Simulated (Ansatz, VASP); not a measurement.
# Two plane-wave programs on GaSb

```xyz
2
Lattice="0.0000 2.9432 2.9432 2.9432 0.0000 2.9432 2.9432 2.9432 0.0000" Properties=species:S:1:pos:R:3 pbc="T T T"
Ga    0.0000    0.0000    0.0000
Sb    1.4716    1.4716    1.4716
```

Change from the starting cell: hydrostatic strain -4.0%.

Alike in both runs: task single point; functional r2SCAN; k mesh 8 × 8 × 8; no spin polarisation.

|  | VASP | Ansatz |
| --- | --- | --- |
| version | VASP 6.6.1 | Ansatz 0.2.0 |
| potentials or method | VASP PAW PBE potentials, release 64 (Ga_d, Sb) | plane waves, PAW |
| plane-wave cutoff (eV) | 520 | 500 |
| occupations | gaussian, width 0.01 eV | fixed |
| valence electrons in the cell | 18 | 28 |

|  | VASP | Ansatz | Ansatz less VASP |
| --- | --- | --- | --- |
| gap on the k mesh at the Fermi level (eV) | 0.91 | 0.93 | +0.018 |
| pressure (GPa) | 8.9 | 8.7 | -0.13 |

VASP's potentials were made for PBE, not for r2SCAN. VASP's potentials hold 18 valence electrons a cell and Ansatz's 28, so a difference there can come from the potentials and not from the codes.

Neither program's run includes spin-orbit coupling.
